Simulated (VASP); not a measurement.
# Si in VASP: a series of runs, part 2 of 2

VASP 6.6.1. The steps go on from the part before.

### 4 Single point, PBE+D3(BJ)

INCAR

```
ALGO = Normal
DIPOL = 0.5 0.5 0.500
EDIFF = 1E-6
ENCUT = 520
GGA = PE
IDIPOL = 3
ISIF = 2
ISMEAR = 0
IVDW = 12
LASPH = True
LCHARG = False
LDIPOL = True
LREAL = False
LWAVE = False
NBANDS = 16
NELM = 60
PREC = Accurate
SIGMA = 0.1
```

KPOINTS

```
k-points
0
Gamma
  15 15 1
```

POSCAR

```
Si
1.0
    3.8472023568      0.0000000000      0.0000000000
   -1.9236011784      3.3317749745      0.0000000000
    0.0000000000      0.0000000000     34.4893942845
Si
4
Direct
    0.3333333333      0.6666666667      0.4596323639
    0.6666666667      0.3333333333      0.4434933479
    0.6666666667      0.3333333333      0.5565068473
    0.0000000000      0.0000000000      0.5403674409
```

Potentials or basis: VASP PAW PBE potentials, release 64 (Si).

On the command line:

```bash
$ cat potpaw_PBE.64/Si/POTCAR > POTCAR
$ mpirun -np 1 vasp_std > vasp.out
```

OUTCAR:

```text
EDIFF = 1E-6
   ENCUT = 520
   GGA = PE
   ISIF = 2
   ISMEAR = 0
   IVDW = 12
   LASPH = True
   LREAL = False
   NELM = 60
   PREC = Accurate
 IVDW          = 12

 ion  position               nearest neighbor table
   1  0.333  0.667  0.460-   2 2.29   2 2.29   2 2.29
   2  0.667  0.333  0.443-   1 2.29   1 2.29   1 2.29
   3  0.667  0.333  0.557-   4 2.29   4 2.29   4 2.29
   4  0.000  0.000  0.540-   3 2.29   3 2.29   3 2.29

  LATTYP: Found a hexagonal cell.
 ALAT       =     3.8472023568
 C/A-ratio  =     8.9647985954

  Lattice vectors:

 A1 = (   3.8472023568,   0.0000000000,   0.0000000000)
 A2 = (  -1.9236011784,   3.3317749745,   0.0000000000)
 A3 = (   0.0000000000,   0.0000000000,  34.4893942845)

Analysis of symmetry for initial positions (statically):
=====================================================================
 Subroutine PRICEL returns:
 Original cell was already a primitive cell.

 Routine SETGRP: Setting up the symmetry group for a
 hexagonal supercell.

 Subroutine GETGRP returns: Found 12 space group operations
[... 183 lines left out ...]
 k-point     1 :       0.0000    0.0000    0.0000
  band No.  band energies     occupation
      1     -14.1008      2.00000
      2     -13.4363      2.00000
      3      -7.0608      2.00000
      4      -4.6795      2.00000
      5      -3.8315      2.00000
      6      -3.8315      2.00000
[... 433 lines left out ...]
      3     -10.0003      2.00000
      4      -9.8165      2.00000
      5      -6.8317      2.00000
      6      -6.4526      2.00000
[... 8 lines left out ...]
     15       3.3853      0.00000
     16       3.8422      0.00000

 [... further k-points ...]

------------------------ aborting loop because EDIFF is reached ----------------------------------------

 vacuum level on the upper side and lower side of the slab       (xc-potential included)        -0.048        -0.047

 Edisp (eV)   -1.16753

 E8    (eV) :    -0.5082

  FORCE on cell =-STRESS in cart. coord.  units (eV):
  Direction    XX          YY          ZZ          XY          YZ          ZX
  --------------------------------------------------------------------------------------
  -------------------------------------------------------------------------------------
  Total      -0.91765    -0.91765    -0.01417     0.00000     0.00000     0.00000
  in kB      -3.32570    -3.32570    -0.05134     0.00000     0.00000     0.00000
  external pressure =       -2.23 kB  Pullay stress =        0.00 kB

 VOLUME and BASIS-vectors are now :
 -----------------------------------------------------------------------------
  energy-cutoff  :      520.00
  volume of cell :      442.09
      direct lattice vectors                 reciprocal lattice vectors
     3.847202357  0.000000000  0.000000000     0.259929140  0.150070159  0.000000000
    -1.923601178  3.331774975  0.000000000     0.000000000  0.300140318  0.000000000
     0.000000000  0.000000000 34.489394285     0.000000000  0.000000000  0.028994420

 POSITION                                       TOTAL-FORCE (eV/Angst)
 -----------------------------------------------------------------------------------
     -0.00000      2.22118     15.85244         0.000000      0.000000     -0.009142
      1.92360      1.11059     15.29582        -0.000000      0.000000      0.008067
      1.92360      1.11059     19.19358         0.000000     -0.000000     -0.008067
      0.00000      0.00000     18.63695        -0.000000      0.000000      0.009142
 -----------------------------------------------------------------------------------
    total drift:                               -0.000000      0.000000     -0.000000

  FREE ENERGIE OF THE ION-ELECTRON SYSTEM (eV)
  ---------------------------------------------------
  free  energy   TOTEN  =       -20.3012493322 eV

  energy  without entropy=      -20.2998505776  energy(sigma->0) =      -20.30054995

 vacuum level on the upper side and lower side of the slab         1.924         1.924
```

OSZICAR:

```text
N       E                     dE             d eps       ncg     rms          rms(c)
DAV:   1     0.818892031762E+02    0.81889E+02   -0.41750E+03   864   0.642E+02
DAV:   2    -0.114870277830E+02   -0.93376E+02   -0.86117E+02  1400   0.116E+02
DAV:   3    -0.194615528933E+02   -0.79745E+01   -0.78526E+01  1208   0.354E+01
[... 14 lines left out ...]
DAV:  18    -0.191336765792E+02   -0.23308E-04   -0.40162E-07  1112   0.290E-03    0.256E-03
DAV:  19    -0.191337102055E+02   -0.33626E-04   -0.85275E-07  1024   0.247E-03    0.534E-04
DAV:  20    -0.191337125753E+02   -0.23698E-05   -0.11069E-07  1008   0.113E-03    0.192E-03
DAV:  21    -0.191337187300E+02   -0.61546E-05   -0.22134E-07   832   0.118E-03    0.114E-03
DAV:  22    -0.191337193550E+02   -0.62506E-06   -0.19746E-08   936   0.404E-04
   1 F= -.20301249E+02 E0= -.20300550E+02  d E =-.139875E-02
```

stdout:

```text
POSCAR found type information on POSCAR Si
 POSCAR found :  1 types and       4 ions
 scaLAPACK will be used
 LDA part: xc-table for (Slater+PW92), standard interpolation
 POSCAR, INCAR and KPOINTS ok, starting setup
 FFT: planning ... GRIDC
 FFT: planning ... GRID_SOFT
 FFT: planning ... GRID
 WAVECAR not read
 entering main loop
```

Run time: 8.4 min. Hardware: 1 thread of Intel Xeon 8259CL, shared host; peak memory 0.61 GiB.

What came out:

| Property | Result |
| --- | --- |
| Free energy | -20.3012 eV |
| Largest force | 0.009 eV/Å |
| Band gap on the k mesh | zero (bands 8 and 9 overlap by 0.16 eV) |
| Dispersion energy per atom | -0.292 eV |

Forces in eV/Å, atoms in the order of the input:
```
Si   0.000  0.000 -0.009
Si   0.000  0.000  0.008
Si   0.000  0.000 -0.008
Si   0.000  0.000  0.009
```

Levels at points of the mesh, in eV from the Fermi level:
```
           k point  band 4  band 5  band 6  band 7  band 8  band 9  band 10  band 11  band 12  band 13
(0.00, 0.00, 0.00)   -1.91   -1.06   -1.06   -0.94   -0.94    1.93     2.33     2.39     2.85     2.85
```

### 5 Overview

| task | cell | gap on the mesh (eV) | largest force (eV/Å) |
| --- | --- | --- | --- |
| relaxation of the atoms | atoms relaxed, atomic positions A | none | - |
| single point | as given, atomic positions B | none | 0.01 |
| single point | as given, atomic positions C | none | 0.01 |

Alike in all rows: level PBE+D3(BJ); potentials or basis VASP PAW PBE potentials, release 64 (Si); no spin polarisation; k mesh 15 × 15 × 1; cutoff (eV) 520; smearing gaussian 0.1 eV.

Absolute energies hang on the potentials; compare differences alone.
